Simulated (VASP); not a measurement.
Wanted: the native input for a VASP 6.6.1 run.

| Property | Result |
| --- | --- |
| Task | single point |
| Functional | r2SCAN |
| Potentials or basis | VASP PAW PBE potentials, release 64 (Te, Mo_sv) |
| Cutoff | 520 eV |
| k mesh | 12 × 12 × 2 |
| Occupations | gaussian, width 0.05 eV |
| Spin | no spin polarisation |
| Dipole correction | no |
| Further INCAR settings | ALGO = Normal; EDIFF = 1e-07; NBANDS = 35 |

System: Te2Mo, a slab with vacuum.

```
CELL_PARAMETERS angstrom
3.56239 0.00000 0.00000
-1.78119 3.08512 0.00000
0.00000 0.00000 22.75174
ATOMIC_POSITIONS crystal
Te 0.33333 0.66667 0.07653
Te 0.66667 0.33333 0.77876
Te 0.66667 0.33333 0.92347
Te 0.33333 0.66667 0.22124
Mo 0.33333 0.66667 0.85107
Mo 0.66667 0.33333 0.14893
```

This cell differs from its parent crystal: strain +0.000 along x and y, -0.080 along z.

One way to write it, as run:

POSCAR

```
Te2Mo
1.0
    3.5623879366      0.0000000000      0.0000000000
   -1.7811939683      3.0851184512      0.0000000000
    0.0000000000      0.0000000000     22.7517376597
Te Mo
4 2
Direct
    0.3333333333      0.6666666667      0.0765285846
    0.6666666667      0.3333333333      0.7787587513
    0.6666666667      0.3333333333      0.9234714154
    0.3333333333      0.6666666667      0.2212412487
    0.3333333333      0.6666666667      0.8510711437
    0.6666666667      0.3333333333      0.1489288563
```

INCAR.step1

```
PREC = Accurate
ENCUT = 520
ISMEAR = 0
SIGMA = 0.05
LREAL = False
LASPH = True
NELM = 100
NBANDS = 35
GGA = PE
ALGO = Normal
EDIFF = 1E-4
LWAVE = True
LCHARG = False
```

INCAR.step2

```
PREC = Accurate
ENCUT = 520
EDIFF = 1E-7
ISMEAR = 0
SIGMA = 0.05
LREAL = False
LASPH = True
NELM = 100
ALGO = Normal
ISIF = 2
LWAVE = False
LCHARG = False
METAGGA = R2SCAN
LMIXTAU = True
NBANDS = 35
ISTART = 1
```

KPOINTS

```
regular mesh
0
Gamma
  12 12 2
```

Potentials or basis: VASP PAW PBE potentials, release 64 (Te, Mo_sv).

Run with:

```console
$ cat potpaw_PBE.64/Te/POTCAR potpaw_PBE.64/Mo_sv/POTCAR > POTCAR
$ cp INCAR.step1 INCAR
$ mpirun -np 1 vasp_std > vasp.out
$ cp INCAR.step2 INCAR
$ mpirun -np 1 vasp_std > vasp.out
```

Results of the run:

The largest force is 2.512 eV/Å and the band gap on the k mesh is 0.16 eV (least direct gap 0.90 eV).

Caveat: the cell differs from its parent crystal (strain +0.000 along x and y, -0.080 along z); there is no dipole correction, which matters where the two faces differ; the PAW data sets were made with another functional, which shifts forces and pressure a little; spin-orbit coupling is left out, which moves the levels of the heavy elements.

Run time: 28 min on 1 thread of Intel(R) Xeon(R) Platinum 8488C (Sapphire Rapids), on a shared host, peak memory 0.55 GiB.
